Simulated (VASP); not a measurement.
**BP: single point with PBE**

Crystal: BP.

```xyz
2
Lattice="0.0000 2.2690 2.3371 2.2690 0.0000 2.3371 2.2690 2.2690 0.0000" Properties=species:S:1:pos:R:3 pbc="T T T"
B     0.0000    0.0000    0.0000
P     1.1345    1.1345    1.1685
```

This cell differs from its parent crystal: z stretched by +3 %, then relaxed in part.

```yaml
Program: VASP 6.6.1
Task: single point
Functional: PBE
Potentials_or_basis: VASP PAW PBE potentials, release 64 (B, P)
Cutoff: 520 eV
k_mesh: 16 × 16 × 16
Occupations: fermi-dirac, width 0.02 eV
Spin: no spin polarisation
Dipole_correction: no
Further_INCAR_settings: ALGO = Normal; EDIFF = 1e-06; NBANDS = 11
```

```json
{
 "Pressure": "-3.7 GPa",
 "Band gap on the k mesh": "1.08 eV, indirect (least direct gap 3.21 eV)"
}
```

Stress tensor (GPa, compression positive):
```
-1.06  0.00  0.00
 0.00 -1.06  0.00
 0.00  0.00 -9.09
```

Levels at points of the mesh, in eV from the valence-band top:
| k point | band 1 | band 2 | band 3 | band 4 | band 5 | band 6 | band 7 | band 8 | band 9 |
| --- | --- | --- | --- | --- | --- | --- | --- | --- | --- |
| (0.00, 0.00, 0.00) | -15.30 | -0.29 | 0.00 | 0.00 | 3.21 | 3.21 | 3.38 | 6.81 | 11.22 |
| (0.50, 0.00, 0.00) | -12.08 | -8.92 | -2.01 | -1.63 | 3.40 | 4.57 | 4.73 | 9.93 | 14.17 |
| (0.50, 0.50, 0.00) | -10.78 | -8.70 | -3.90 | -3.90 | 1.51 | 1.86 | 11.75 | 11.75 | 14.56 |
| (0.50, 0.00, 0.50) | -10.51 | -8.44 | -4.23 | -4.17 | 1.19 | 1.46 | 11.43 | 12.00 | 14.76 |

Wall time 27 s on 1 thread of Intel(R) Xeon(R) Platinum 8559C (Emerald Rapids), on a shared host, peak memory 0.2 GiB.

Caveat: the cell differs from its parent crystal (z stretched by +3 %, then relaxed in part). A k mesh can miss the band edges.
